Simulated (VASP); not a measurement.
Write the native input for VASP 6.6.1 that does the following.

- Task: relaxation of cell and atoms
- Functional: PBE
- Potentials or basis: VASP PAW PBE potentials, release 64 (Sr_sv, B, Te)
- Cutoff: 600 eV
- k mesh: 4 × 4 × 4
- Occupations: gaussian, width 0.1 eV
- Spin: no spin polarisation
- Dipole correction: no
- Further INCAR settings: ALGO = Normal; EDIFF = 1e-06; IBRION = 2; EDIFFG = -0.05; NSW = 100; ISIF = 3

The structure of SrB2Te4 lies in POSCAR:

```
SrB2Te4
1.0
   -3.9140993161      3.9140993161      3.1682445471
    3.9140993161     -3.9140993161      3.1682445471
    3.9140993161      3.9140993161     -3.1682445471
Sr B Te
1 2 4
Direct
    0.0000000000      0.0000000000      0.0000000000
    0.5000000000      0.0000000000      0.5000000000
    0.0000000000      0.5000000000      0.5000000000
    0.9222824400      0.4222824400      0.8445648800
    0.0777175600      0.9222824400      0.5000000000
    0.4222824400      0.5777175600      0.5000000000
    0.5777175600      0.0777175600      0.1554351200
```

The input as run:

INCAR

```
SYSTEM = SrB2Te4
PREC = Accurate
ENCUT = 600
EDIFF = 1E-6
ISMEAR = 0
SIGMA = 0.1
LREAL = .False.
LASPH = .True.
NELM = 80
ALGO = Normal
ISIF = 3
LWAVE = .False.
LCHARG = .False.
GGA = PE
IBRION = 2
NSW = 100
EDIFFG = -0.05
```

KPOINTS

```
regular mesh
0
Gamma
  4 4 4
  0 0 0
```

Potentials or basis: VASP PAW PBE potentials, release 64 (Sr_sv, B, Te).

Launch:

```bash
$ cat potpaw_PBE.64/Sr_sv/POTCAR potpaw_PBE.64/B/POTCAR potpaw_PBE.64/Te/POTCAR > POTCAR
$ mpirun -np 1 vasp_std > vasp.out
```

It gave:

```yaml
Relaxed_volume: 29.07 Å³/atom
Relaxed_cell: a = 6.526 Å, b = 6.526 Å, c = 6.526 Å, α = 102.73°, β = 102.73°, γ = 124.00°
Space_group_after_relaxing_to_0.1_Å: I422 (No. 97)
Energy_gained_by_relaxing: 174.1 meV/atom
Ionic_steps: 7
Pressure_after_relaxing: 0.0 GPa
Largest_force_after_relaxing: 0.006 eV/Å
Band_gap_on_the_k_mesh: 0.34 eV (least direct gap 0.62 eV)
```

Caveat: spin-orbit coupling is left out, which moves the levels of the heavy elements.

Run time: 7.4 min on 1 thread of Intel(R) Xeon(R) Platinum 8488C (Sapphire Rapids), with other jobs on the host, peak memory 0.47 GiB.
